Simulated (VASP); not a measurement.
# BiTe (C2/m) in VASP: a series of runs

Runs on BiTe. Level: PBEsol. Tasks: single point.

Program: VASP 6.6.1. These are calculated values, not measurements. Logs are shortened: lines on timing, memory, paths and dates and some standing lists are left out, and cuts for length are marked.

**1. The cell of the first run**

The structure is monoclinic, space group C2/m (No. 12). Conventional cell: a = 7.184 Å, b = 4.918 Å, c = 4.312 Å, α = 90.00°, β = 117.73°, γ = 90.00°. Bi (site symmetry 2/m) has 6 Te at 3.22 to 3.27 Å within 4.2 Å. Te (site symmetry 2/m) has 6 Bi at 3.22 to 3.27 Å within 4.2 Å.

**2. Single point, PBEsol (strain +0.0150 x Voigt [1, -1, 0, 0, 0, 0])**

Input file INCAR:

```
  PREC = Accurate
  ENCUT = 520
  EDIFF = 1E-6
  ISMEAR = 0
  SIGMA = 0.15
  LREAL = F
  LASPH = T
  NELM = 100
  ALGO = Normal
  ISIF = 2
  LWAVE = F
  LCHARG = T
  GGA = PS
  LELF = T
  LVHAR = T
  NBANDS = 18
```

Input file KPOINTS:

```
regular mesh
0
Gamma
  12 12 12
```

Input file POSCAR:

```
BiTe
1.0
    2.4590483894      1.3777697200      3.3172919545
   -2.4590483894      1.3777697200      3.3172919545
    0.0000000000     -2.7555394400      3.3172919545
Bi Te
1 1
Direct
    0.5000000000      0.5000000000      0.5000000000
    0.0000000000      0.0000000000      0.0000000000
```

Potentials or basis: VASP PAW PBE potentials, release 64 (Bi_d, Te).

Command:

```console
$ cat potpaw_PBE.64/Bi_d/POTCAR potpaw_PBE.64/Te/POTCAR > POTCAR
$ mpirun -np 1 vasp_std > vasp.out
```

OUTCAR:

```text
PREC = Accurate
   ENCUT = 520
   EDIFF = 1E-6
   ISMEAR = 0
   LREAL = F
   LASPH = T
   NELM = 100
   ISIF = 2
   GGA = PS

 ion  position               nearest neighbor table
   1  0.500  0.500  0.500-   2 3.22   2 3.22   2 3.27   2 3.27   2 3.27   2 3.27
   2  0.000  0.000  0.000-   1 3.22   1 3.22   1 3.27   1 3.27   1 3.27   1 3.27

  LATTYP: Found a base centered monoclinic cell.
 ALAT       =     7.1840588285
 B/A-ratio  =     0.6845847029
 C/A-ratio  =     0.6002836446
 COS(beta)  =    -0.4653118482

  Lattice vectors:

 A1 = (  -2.4590483894,  -1.3777697200,  -3.3172919545)
 A2 = (   2.4590483894,  -1.3777697200,  -3.3172919545)
 A3 = (   0.0000000000,  -2.7555394400,   3.3172919545)

Analysis of symmetry for initial positions (statically):
=====================================================================
 Subroutine PRICEL returns:
 Original cell was already a primitive cell.

 Routine SETGRP: Setting up the symmetry group for a
 base centered monoclinic supercell.

 Subroutine GETGRP returns: Found  4 space group operations
 (whereof  4 operations were pure point group operations)
 out of a pool of  4 trial point group operations.

The static configuration has the point symmetry C_2h.

Analysis of symmetry for dynamics (positions and initial velocities):
=====================================================================
 Subroutine PRICEL returns:
 Original cell was already a primitive cell.

 Routine SETGRP: Setting up the symmetry group for a
 base centered monoclinic supercell.

 Subroutine GETGRP returns: Found  4 space group operations
 (whereof  4 operations were pure point group operations)
 out of a pool of  4 trial point group operations.

The dynamic configuration has the point symmetry C_2h.

 Subroutine INISYM returns: Found  4 space group operations
 (whereof  4 operations are pure point group operations),
 and found     1 'primitive' translations

----------------------------------------------------------------------------------------

                                     Primitive cell

  volume of cell :      67.4340

  direct lattice vectors                    reciprocal lattice vectors
     2.459048389  1.377769720  3.317291954     0.203330688  0.120968449  0.100483568
[... 76 lines left out ...]
 SYSTEM =  unknown system
   PREC   = accura    normal or accurate (medium, high low for compatibility)
   ISTART =      0    job   : 0-new  1-cont  2-samecut
   ICHARG =      2    charge: 1-file 2-atom 10-const
   ISPIN  =      1    spin polarized calculation?
   LNONCOLLINEAR =      F non collinear calculations
   LSORBIT =      F    spin-orbit coupling
   LASPH  =      T    aspherical Exc in radial PAW
   ENCUT  =  520.0 eV  38.22 Ry    6.18 a.u.   8.09  8.09  8.02*2*pi/ulx,y,z
   NELM   =    100;   NELMIN=  2; NELMDL= -5     # of ELM steps
   EDIFF  = 0.1E-05   stopping-criterion for ELM
   LREAL  =      F    real-space projection
   EDIFFG = 0.1E-04   stopping-criterion for IOM
   NSW    =      0    number of steps for IOM
   IBRION =     -1    ionic relax: 0-MD 1-quasi-New 2-CG
   NFREE  =      0    steps in history (QN), initial steepest desc. (CG)
   ISIF   =      2    stress and relaxation
   ISYM   =      2    0-nonsym 1-usesym 2-fastsym
   POTIM  = 0.5000    time-step for ionic-motion
   TEBEG  =    0.0;   TEEND  =   0.0 temperature during run
   PSTRESS=    0.0 pullay stress
   NELECT =      21.0000    total number of electrons
   NUPDOWN=      -1.0000    fix difference up-down
   EMIN   =  10.00;   EMAX   =-10.00  energy-range for DOS
   EFERMI =   0.00;   METHOD = LEGACY
   ISMEAR =     0;   SIGMA  =   0.15  broadening in eV -4-tet -1-fermi 0-gaus
   EFERMI_NEDOS =   21; number of points for ismear=-14 and -15
   IALGO  =     38    algorithm
   IMIX   =      4    mixing-type and parameters
     AMIX     =   0.40;   BMIX     =  1.00
     AMIX_MAG =   1.60;   BMIX_MAG =  1.00
  volume/ion in A,a.u.               =      33.72       227.53
  Fermi-wavevector in a.u.,A,eV,Ry     =   1.109656  2.096946 16.753350  1.231337
  Thomas-Fermi vector in A             =   2.246198
   LORBIT       =      0    0 simple, 1 ext, 2 COOP (PROOUT), +10 PAW based schemes
   GGA     = PS    functional components
   LHFCALC =     F    Hartree Fock is set to
   AEXX    =    0.0000 exact exchange contribution
   IVDW    =     0    specifies the selected vdW correction
   LEPSILON=     F    determine dielectric tensor
   LRPA    =     F    only Hartree local field effects (RPA)
 non-spin polarized calculation
 Gauss-broadening in eV      SIGMA  =   0.15
  energy-cutoff  :      520.00
  volume of cell :       67.43
 maximum number of plane-waves:      1833
   NGX = 17   NGY = 17   NGZ = 17

 number of electron      20.9999997 magnetization

 Free energy of the ion-electron system (eV)
  ---------------------------------------------------
  ext. energy  EPLUGINS =         0.00000000
  ---------------------------------------------------
  free energy    TOTEN  =        -7.98564558 eV

  energy without entropy =       -7.97120953  energy(sigma->0) =       -7.97842756

 E-fermi :   6.5068     XC(G=0):  -9.6331

 val. band max:        6.5032896293   @ k =  -0.1667  -0.2500   0.3333
 cond. band min:       6.5082494552   @ k =   0.4167   0.2500   0.1667
 fundamental gap:      0.0049598259
 Fermi energy:         6.5068165089

 k-point     1 :       0.0000    0.0000    0.0000
  band No.  band energies     occupation
      1     -16.6200      2.00000
      2     -16.6196      2.00000
      3     -16.6107      2.00000
      4     -16.6065      2.00000
      5     -16.5946      2.00000
      6      -6.9822      2.00000
[... 481 lines left out ...]
      5     -16.5914      2.00000
      6      -5.1236      2.00000
[... 10 lines left out ...]
     17      15.6642      0.00000
     18      16.0504      0.00000

 [... further k-points ...]
[... 5 lines left out ...]
  --------------------------------------------------------------------------------------
  -------------------------------------------------------------------------------------
  Total       -1.3261659     -0.8677343     -0.9638136      0.0000000      0.2416774      0.0000000
  in kB      -31.5086491    -20.6166780    -22.8994468      0.0000000      5.7420627      0.0000000
  external PRESSURE =     -25.0082580 kB  Pullay stress =       0.0000000 kB

 VOLUME and BASIS-vectors are now :
 -----------------------------------------------------------------------------
  energy-cutoff  :      520.00
  volume of cell :       67.43
      direct lattice vectors                 reciprocal lattice vectors
     2.459048389  1.377769720  3.317291954     0.203330688  0.120968449  0.100483568
    -2.459048389  1.377769720  3.317291954    -0.203330688  0.120968449  0.100483568
     0.000000000 -2.755539440  3.317291954     0.000000000 -0.241936899  0.100483568

 POSITION                                       TOTAL-FORCE (eV/Angst)
 -----------------------------------------------------------------------------------
      0.00000      0.00000      4.97594         0.000000     -0.000000      0.000000
      0.00000      0.00000      0.00000        -0.000000      0.000000     -0.000000
 -----------------------------------------------------------------------------------
    total drift:                               -0.000000      0.000000     -0.000000

  FREE ENERGIE OF THE ION-ELECTRON SYSTEM (eV)
  ---------------------------------------------------
  free  energy   TOTEN  =        -7.9856455841 eV

  energy  without entropy=       -7.9712095283  energy(sigma->0) =       -7.97842756
```

stdout:

```text
POSCAR found type information on POSCAR BiTe
 POSCAR found :  2 types and       2 ions
 scaLAPACK will be used
 -----------------------------------------------------------------------------
|                                                                             |
|                                                                             |
|     You enforced a specific xc type in the INCAR file but a different       |
|     I HOPE YOU KNOW WHAT YOU ARE DOING!                                     |
|                                                                             |
 -----------------------------------------------------------------------------

 LDA part: xc-table for (Slater+PW92), standard interpolation
 POSCAR, INCAR and KPOINTS ok, starting setup
 FFT: planning ... GRIDC
 FFT: planning ... GRID_SOFT
 FFT: planning ... GRID
 WAVECAR not read
 entering main loop
```

Wall time 7.6 min (1 thread of Oxide Virtual Turin-like, shared host); peak memory 0.6 GiB.

What came out:

| Property | Result |
| --- | --- |
| Free energy | -7.9856 eV |
| Pressure | -2.5 GPa |

Caveat: the cell differs from its parent crystal (strain +0.0150 x Voigt [1, -1, 0, 0, 0, 0]); the PAW data sets were made with another functional, which shifts forces and pressure a little; spin-orbit coupling is left out, which moves the levels of the heavy elements.

**3. Single point, PBEsol (strain -0.0150 x Voigt [1, -1, 0, 0, 0, 0])**

Input file INCAR:

```
PREC = Accurate
ENCUT = 520
EDIFF = 1E-7
ISMEAR = 0
SIGMA = 0.15
LREAL = F
LASPH = T
NELM = 80
ALGO = Normal
ISIF = 2
LWAVE = F
LCHARG = T
GGA = PS
LELF = T
LVHAR = T
NBANDS = 18
```

KPOINTS is that of step 2.

Input file POSCAR:

```
BiTe
1.0
    2.3863671562      1.4197322496      3.3172919545
   -2.3863671562      1.4197322496      3.3172919545
    0.0000000000     -2.8394644991      3.3172919545
Bi Te
1 1
Direct
    0.5000000000      0.5000000000      0.5000000000
    0.0000000000      0.0000000000      0.0000000000
```

Potentials or basis: VASP PAW PBE potentials, release 64 (Bi_d, Te).

Command:

```console
$ cat potpaw_PBE.64/Bi_d/POTCAR potpaw_PBE.64/Te/POTCAR > POTCAR
$ mpirun -np 1 vasp_std > vasp.out
```

OUTCAR:

```text
PREC = Accurate
   ENCUT = 520
   EDIFF = 1E-7
   ISMEAR = 0
   LREAL = F
   LASPH = T
   NELM = 80
   ISIF = 2
   GGA = PS

 ion  position               nearest neighbor table
   1  0.500  0.500  0.500-   2 3.23   2 3.23   2 3.23   2 3.23   2 3.29   2 3.29
   2  0.000  0.000  0.000-   1 3.23   1 3.23   1 3.23   1 3.23   1 3.29   1 3.29

  LATTYP: Found a base centered monoclinic cell.
 ALAT       =     7.2166655935
 B/A-ratio  =     0.6613489638
 C/A-ratio  =     0.6050683355
 COS(beta)  =    -0.4425692158

  Lattice vectors:

 A1 = (  -2.3863671562,  -1.4197322496,  -3.3172919545)
 A2 = (   2.3863671562,  -1.4197322496,  -3.3172919545)
 A3 = (   0.0000000000,  -2.8394644991,   3.3172919545)

Analysis of symmetry for initial positions (statically):
=====================================================================
 Subroutine PRICEL returns:
 Original cell was already a primitive cell.

 Routine SETGRP: Setting up the symmetry group for a
 base centered monoclinic supercell.

 Subroutine GETGRP returns: Found  4 space group operations
[... 157 lines left out ...]
 Free energy of the ion-electron system (eV)
  ---------------------------------------------------
  ext. energy  EPLUGINS =         0.00000000
  ---------------------------------------------------
  free energy    TOTEN  =        -7.98563003 eV

  energy without entropy =       -7.97062494  energy(sigma->0) =       -7.97812748

 E-fermi :   6.5058     XC(G=0):  -9.6331

 val. band max:        6.5052103709   @ k =   0.4167   0.1667   0.0833
 cond. band min:       6.5060515521   @ k =   0.0833   0.0833   0.3333
 fundamental gap:      0.0008411812
 Fermi energy:         6.5058140951

 k-point     1 :       0.0000    0.0000    0.0000
  band No.  band energies     occupation
      1     -16.6201      2.00000
      2     -16.6195      2.00000
      3     -16.6107      2.00000
      4     -16.6075      2.00000
      5     -16.5950      2.00000
      6      -6.9821      2.00000
[... 481 lines left out ...]
      5     -16.5905      2.00000
      6      -5.0264      2.00000
[... 10 lines left out ...]
     17      15.5130      0.00000
     18      16.4087      0.00000

 [... further k-points ...]
[... 5 lines left out ...]
  --------------------------------------------------------------------------------------
  -------------------------------------------------------------------------------------
  Total       -0.8696482     -1.3189308     -0.9656958      0.0000000     -0.2295337      0.0000000
  in kB      -20.6621511    -31.3367494    -22.9441645      0.0000000     -5.4535381      0.0000000
  external PRESSURE =     -24.9810217 kB  Pullay stress =       0.0000000 kB

 VOLUME and BASIS-vectors are now :
 -----------------------------------------------------------------------------
  energy-cutoff  :      520.00
  volume of cell :       67.43
      direct lattice vectors                 reciprocal lattice vectors
     2.386367156  1.419732250  3.317291954     0.209523500  0.117393027  0.100483568
    -2.386367156  1.419732250  3.317291954    -0.209523500  0.117393027  0.100483568
     0.000000000 -2.839464499  3.317291954     0.000000000 -0.234786055  0.100483568

 POSITION                                       TOTAL-FORCE (eV/Angst)
 -----------------------------------------------------------------------------------
      0.00000      0.00000      4.97594         0.000000     -0.000000      0.000000
      0.00000      0.00000      0.00000        -0.000000      0.000000     -0.000000
 -----------------------------------------------------------------------------------
    total drift:                               -0.000000      0.000000     -0.000000

  FREE ENERGIE OF THE ION-ELECTRON SYSTEM (eV)
  ---------------------------------------------------
  free  energy   TOTEN  =        -7.9856300271 eV

  energy  without entropy=       -7.9706249427  energy(sigma->0) =       -7.97812748
```

It took 9 min on 1 thread of Oxide Virtual Turin-like, shared host; peak memory 0.6 GiB.

Results:

```
Free energy : -7.9856 eV
Pressure    : -2.5 GPa
```

Stress tensor (GPa, compression positive):
```
-2.07  0.00  0.00
 0.00 -3.13 -0.55
 0.00 -0.55 -2.29
```

Caveat: the cell differs from its parent crystal (strain -0.0150 x Voigt [1, -1, 0, 0, 0, 0]); the PAW data sets were made with another functional, which shifts forces and pressure a little; spin-orbit coupling is left out, which moves the levels of the heavy elements.
